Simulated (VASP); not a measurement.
# Ti (P6/mmm) in VASP: single point with LDA

Aim: the single point of Ti with LDA.

Program: VASP 6.6.1. These are calculated values, not measurements. Logs are shortened: lines on timing, memory, paths and dates and some standing lists are left out, and cuts for length are marked.

## (1) The cell of the first run

Symmetry: P6/mmm, No. 191, hexagonal system. The conventional cell has a = 4.600 Å, b = 4.600 Å, c = 2.820 Å, α = 90.00°, β = 90.00°, γ = 120.00°. Ti (site symmetry 6/mmm) has 14 Ti at 2.82 to 3.01 Å within 3.7 Å. Within 3.5 Å of Ti (site symmetry -6m2) lie 11 Ti at 2.66 to 3.01 Å.

## (2) Single point, LDA

The input, INCAR:

```
  PREC = Accurate
  ENCUT = 520
  EDIFF = 1E-6
  ISMEAR = 0
  SIGMA = 0.1
  LREAL = F
  LASPH = T
  NELM = 80
  ALGO = Normal
  ISIF = 2
  LWAVE = F
  LCHARG = T
  GGA = CA
  LELF = T
  LVHAR = T
  NBANDS = 25
```

The input, KPOINTS:

```
regular mesh
0
Gamma
  6 6 8
```

The input, POSCAR:

```
Ti
1.0
    4.6000000000      0.0000000000      0.0000000000
   -2.3000000000      3.9837170000      0.0000000000
    0.0000000000      0.0000000000      2.8200000000
Ti
3
Direct
    0.0000000000      0.0000000000      0.0000000000
    0.3333330000      0.6666670000      0.5000000000
    0.6666670000      0.3333330000      0.5000000000
```

Potentials or basis: VASP PAW LDA potentials, release 64 (Ti_sv).

Command:

```
$ cat potpaw_LDA.64/Ti_sv/POTCAR > POTCAR
$ mpirun -np 1 vasp_std > vasp.out
```

OUTCAR:

```text
PREC = Accurate
   ENCUT = 520
   EDIFF = 1E-6
   ISMEAR = 0
   LREAL = F
   LASPH = T
   NELM = 80
   ISIF = 2
   GGA = CA

 ion  position               nearest neighbor table
   1  0.000  0.000  0.000-
   2  0.333  0.667  0.500-   3 2.66   3 2.66   3 2.66
   3  0.667  0.333  0.500-   2 2.66   2 2.66   2 2.66

  LATTYP: Found a hexagonal cell.
 ALAT       =     4.6000000000
 C/A-ratio  =     0.6130434783

  Lattice vectors:

 A1 = (   4.6000000000,   0.0000000000,   0.0000000000)
 A2 = (  -2.3000000000,   3.9837170000,   0.0000000000)
 A3 = (   0.0000000000,   0.0000000000,   2.8200000000)

Analysis of symmetry for initial positions (statically):
=====================================================================
 Subroutine PRICEL returns:
 Original cell was already a primitive cell.

 Routine SETGRP: Setting up the symmetry group for a
 hexagonal supercell.

 Subroutine GETGRP returns: Found 24 space group operations
 (whereof 24 operations were pure point group operations)
 out of a pool of 24 trial point group operations.

The static configuration has the point symmetry D_6h.

Analysis of symmetry for dynamics (positions and initial velocities):
=====================================================================
 Subroutine PRICEL returns:
 Original cell was already a primitive cell.

 Routine SETGRP: Setting up the symmetry group for a
 hexagonal supercell.

 Subroutine GETGRP returns: Found 24 space group operations
 (whereof 24 operations were pure point group operations)
 out of a pool of 24 trial point group operations.

The dynamic configuration has the point symmetry D_6h.

 Subroutine INISYM returns: Found 24 space group operations
 (whereof 24 operations are pure point group operations),
 and found     1 'primitive' translations

----------------------------------------------------------------------------------------

                                     Primitive cell

  volume of cell :      51.6768

  direct lattice vectors                    reciprocal lattice vectors
     4.600000000  0.000000000  0.000000000     0.217391304  0.125510924  0.000000000
    -2.300000000  3.983717000  0.000000000     0.000000000  0.251021847  0.000000000
     0.000000000  0.000000000  2.820000000     0.000000000  0.000000000  0.354609929

  length of vectors
     4.600000000  4.600000123  2.820000000     0.251021854  0.251021847  0.354609929

  position of ions in fractional coordinates (direct lattice)
     0.000000000  0.000000000  0.000000000
     0.333333000  0.666667000  0.500000000
     0.666667000  0.333333000  0.500000000

  ion indices of the primitive-cell ions
   primitive index   ion index
                 1           1
                 2           2
                 3           3

----------------------------------------------------------------------------------------

 KPOINTS: regular mesh

Automatic generation of k-mesh.
 Grid dimensions read from file:
 generate k-points for:    6    6    8

 Generating k-lattice:

  Cartesian coordinates                     Fractional coordinates (reciprocal lattice)
     0.036231884  0.020918487  0.000000000     0.166666667 -0.000000000  0.000000000
     0.000000000  0.041836975  0.000000000     0.000000000  0.166666667  0.000000000
     0.000000000  0.000000000  0.044326241     0.000000000  0.000000000  0.125000000

  Length of vectors
     0.041836976  0.041836975  0.044326241

  Shift w.r.t. Gamma in fractional coordinates (k-lattice)
     0.000000000  0.000000000  0.000000000

 Subroutine IBZKPT returns following result:
 ===========================================

 Found     35 irreducible k-points:

 Following reciprocal coordinates:
            Coordinates               Weight
  0.000000  0.000000  0.000000      1.000000
  0.166667  0.000000  0.000000      6.000000
  0.333333  0.000000  0.000000      6.000000
  0.500000 -0.000000  0.000000      3.000000
  0.166667  0.166667  0.000000      6.000000
  0.333333  0.166667  0.000000     12.000000
[... 16 lines left out ...]
  0.166667  0.000000  0.375000     12.000000
  0.333333  0.000000  0.375000     12.000000
 [... further k-points ...]
   k-points           NKPTS =     35   k-points in BZ     NKDIM =     35   number of bands    NBANDS=     25
   number of dos      NEDOS =    301   number of ions     NIONS =      3
   total plane-waves  NPLWV =  31104
   dimension x,y,z NGX =    36 NGY =   36 NGZ =   24
   dimension x,y,z NGXF=    72 NGYF=   72 NGZF=   48
   ions per type =               3
   NGX,Y,Z   is equivalent  to a cutoff of  13.01, 13.01, 14.15 a.u.
   NGXF,Y,Z  is equivalent  to a cutoff of  26.02, 26.02, 28.30 a.u.
 SYSTEM =  unknown system
   PREC   = accura    normal or accurate (medium, high low for compatibility)
   ISTART =      0    job   : 0-new  1-cont  2-samecut
   ICHARG =      2    charge: 1-file 2-atom 10-const
   ISPIN  =      1    spin polarized calculation?
   LNONCOLLINEAR =      F non collinear calculations
   LSORBIT =      F    spin-orbit coupling
   LASPH  =      T    aspherical Exc in radial PAW
   ENCUT  =  520.0 eV  38.22 Ry    6.18 a.u.   8.55  8.55  5.24*2*pi/ulx,y,z
   NELM   =     80;   NELMIN=  2; NELMDL= -5     # of ELM steps
   EDIFF  = 0.1E-05   stopping-criterion for ELM
   LREAL  =      F    real-space projection
   EDIFFG = 0.1E-04   stopping-criterion for IOM
   NSW    =      0    number of steps for IOM
   IBRION =     -1    ionic relax: 0-MD 1-quasi-New 2-CG
   NFREE  =      0    steps in history (QN), initial steepest desc. (CG)
   ISIF   =      2    stress and relaxation
   ISYM   =      2    0-nonsym 1-usesym 2-fastsym
   POTIM  = 0.5000    time-step for ionic-motion
   TEBEG  =    0.0;   TEEND  =   0.0 temperature during run
   PSTRESS=    0.0 pullay stress
   NELECT =      36.0000    total number of electrons
   NUPDOWN=      -1.0000    fix difference up-down
   EMIN   =  10.00;   EMAX   =-10.00  energy-range for DOS
   EFERMI =   0.00;   METHOD = LEGACY
   ISMEAR =     0;   SIGMA  =   0.10  broadening in eV -4-tet -1-fermi 0-gaus
   EFERMI_NEDOS =   21; number of points for ismear=-14 and -15
   IALGO  =     38    algorithm
   IMIX   =      4    mixing-type and parameters
     AMIX     =   0.40;   BMIX     =  1.00
     AMIX_MAG =   1.60;   BMIX_MAG =  1.00
  volume/ion in A,a.u.               =      17.23       116.24
  Fermi-wavevector in a.u.,A,eV,Ry     =   1.451255  2.742475 28.655806  2.106142
  Thomas-Fermi vector in A             =   2.568774
   LORBIT       =      0    0 simple, 1 ext, 2 COOP (PROOUT), +10 PAW based schemes
   GGA     = CA    functional components
   LHFCALC =     F    Hartree Fock is set to
   AEXX    =    0.0000 exact exchange contribution
   IVDW    =     0    specifies the selected vdW correction
   LEPSILON=     F    determine dielectric tensor
   LRPA    =     F    only Hartree local field effects (RPA)
 non-spin polarized calculation
 Gauss-broadening in eV      SIGMA  =   0.10
  energy-cutoff  :      520.00
  volume of cell :       51.68
 maximum number of plane-waves:      1424
 NGX is ok and might be reduce to    36
   NGX = 17   NGY = 17   NGZ = 11

 number of electron      35.9999981 magnetization

 Free energy of the ion-electron system (eV)
  ---------------------------------------------------
  ext. energy  EPLUGINS =         0.00000000
  ---------------------------------------------------
  free energy    TOTEN  =       -25.58827119 eV

  energy without entropy =      -25.57248437  energy(sigma->0) =      -25.58037778

 E-fermi :   8.0530     XC(G=0): -11.8246

 val. band max:        8.0473086715   @ k =   0.3333   0.0000   0.1250
 cond. band min:       8.0839193329   @ k =   0.5000  -0.0000   0.0000
 fundamental gap:      0.0366106615
 Fermi energy:         8.0529799768

 k-point     1 :       0.0000    0.0000    0.0000
  band No.  band energies     occupation
      1     -48.1371      2.00000
      2     -47.8797      2.00000
      3     -47.7173      2.00000
      4     -24.8359      2.00000
      5     -24.8359      2.00000
      6     -24.7221      2.00000
[... 17 lines left out ...]
     24       9.8853      0.00000
     25       9.9705      0.00000

 k-point     2 :       0.1667    0.0000    0.0000
  band No.  band energies     occupation
      1     -48.1335      2.00000
      2     -47.8731      2.00000
      3     -47.7280      2.00000
      4     -24.8983      2.00000
      5     -24.8737      2.00000
      6     -24.6581      2.00000
[... 17 lines left out ...]
     24       9.6029      0.00000
     25      10.4119      0.00000

 k-point     3 :       0.3333    0.0000    0.0000
  band No.  band energies     occupation
      1     -48.1266      2.00000
      2     -47.8537      2.00000
      3     -47.7551      2.00000
      4     -24.9685      2.00000
      5     -24.8566      2.00000
      6     -24.5844      2.00000
[... 17 lines left out ...]
     24      10.0846      0.00000
     25      10.7059      0.00000

 k-point     4 :       0.5000   -0.0000    0.0000
  band No.  band energies     occupation
      1     -48.1233      2.00000
      2     -47.8365      2.00000
      3     -47.7759      2.00000
      4     -24.9951      2.00000
      5     -24.8078      2.00000
      6     -24.5970      2.00000
[... 17 lines left out ...]
     24      10.0939      0.00000
     25      10.6410      0.00000

 k-point     5 :       0.1667    0.1667    0.0000
  band No.  band energies     occupation
      1     -48.1283      2.00000
      2     -47.8595      2.00000
      3     -47.7473      2.00000
      4     -24.9134      2.00000
      5     -24.9095      2.00000
      6     -24.6305      2.00000
[... 17 lines left out ...]
     24       9.8963      0.00000
     25      10.8070      0.00000

 k-point     6 :       0.3333    0.1667    0.0000
  band No.  band energies     occupation
      1     -48.1235      2.00000
      2     -47.8354      2.00000
      3     -47.7768      2.00000
      4     -24.9475      2.00000
      5     -24.8483      2.00000
      6     -24.6788      2.00000
[... 17 lines left out ...]
     24      10.2049      0.00000
     25      10.4496      0.00000
[... 393 lines left out ...]
 k-point    21 :       0.3333    0.3333    0.2500
  band No.  band energies     occupation
      1     -48.0926      2.00000
      2     -47.7767      2.00000
      3     -47.7767      2.00000
      4     -24.8401      2.00000
      5     -24.8204      2.00000
      6     -24.8204      2.00000
[... 17 lines left out ...]
     24      10.7023      0.00000
     25      10.8907      0.00000

 k-point    22 :       0.0000    0.0000    0.3750
  band No.  band energies     occupation
      1     -48.0741      2.00000
      2     -47.8390      2.00000
      3     -47.6679      2.00000
      4     -24.8040      2.00000
      5     -24.7463      2.00000
      6     -24.7462      2.00000
[... 17 lines left out ...]
     24      10.8112      0.00000
     25      11.1712      0.00000

 k-point    23 :       0.1667    0.0000    0.3750
  band No.  band energies     occupation
      1     -48.0734      2.00000
      2     -47.8295      2.00000
      3     -47.6782      2.00000
      4     -24.8317      2.00000
      5     -24.7836      2.00000
      6     -24.7664      2.00000
[... 17 lines left out ...]
     24      10.8814      0.00000
     25      10.9091      0.00000

 k-point    24 :       0.3333    0.0000    0.3750
  band No.  band energies     occupation
      1     -48.0723      2.00000
      2     -47.8044      2.00000
      3     -47.7049      2.00000
      4     -24.8696      2.00000
      5     -24.8271      2.00000
      6     -24.7978      2.00000
[... 17 lines left out ...]
     24      10.8025      0.00000
     25      10.8810      0.00000

 [... further k-points ...]

------------------------ aborting loop because EDIFF is reached ----------------------------------------

  FORCE on cell =-STRESS in cart. coord.  units (eV):
  Direction    XX          YY          ZZ          XY          YZ          ZX
  --------------------------------------------------------------------------------------
  -------------------------------------------------------------------------------------
  Total       -3.1083174     -3.1083176     -2.5198483      0.0000000      0.0000000      0.0000000
  in kB      -96.3697029    -96.3697098    -78.1249162      0.0000000      0.0000000      0.0000000
  external PRESSURE =     -90.2881096 kB  Pullay stress =       0.0000000 kB

 VOLUME and BASIS-vectors are now :
 -----------------------------------------------------------------------------
  energy-cutoff  :      520.00
  volume of cell :       51.68
      direct lattice vectors                 reciprocal lattice vectors
     4.600000000  0.000000000  0.000000000     0.217391304  0.125510924  0.000000000
    -2.300000000  3.983717000  0.000000000     0.000000000  0.251021847  0.000000000
     0.000000000  0.000000000  2.820000000     0.000000000  0.000000000  0.354609929

 POSITION                                       TOTAL-FORCE (eV/Angst)
 -----------------------------------------------------------------------------------
      0.00000      0.00000      0.00000         0.000000      0.000000      0.000000
     -0.00000      2.65581      1.41000        -0.000000      0.000000      0.000000
      2.30000      1.32790      1.41000         0.000000     -0.000000      0.000000
 -----------------------------------------------------------------------------------
    total drift:                                0.000000      0.000000      0.000000

  FREE ENERGIE OF THE ION-ELECTRON SYSTEM (eV)
  ---------------------------------------------------
  free  energy   TOTEN  =       -25.5882711857 eV

  energy  without entropy=      -25.5724843659  energy(sigma->0) =      -25.58037778
```

Run time: 30 s. Hardware: 1 thread of Intel Xeon Platinum 8259CL at 2.50GHz (Skylake/Cascade Lake), shared host; peak memory 0.17 GiB.

What came out:

```yaml
Free_energy: -25.5883 eV
Pressure: -9.0 GPa
Band_gap_on_the_k_mesh: zero (band 18 reaches 8.11 eV, above the bottom of band 19 at 7.96 eV)
```

Levels at points of the mesh, in eV from the Fermi level:
```tsv
k point	band 16	band 17	band 18	band 19	band 20	band 21
(0.00, 0.00, 0.00)	-0.69	-0.58	-0.58	-0.09	0.59	1.24
(0.50, 0.00, 0.00)	-0.43	-0.41	-0.38	0.03	0.46	1.07
(0.00, 0.00, 0.50)	-1.60	-1.59	-1.59	1.01	1.01	1.23
(0.50, 0.00, 0.50)	-1.15	-0.61	-0.57	0.33	0.81	0.98
```
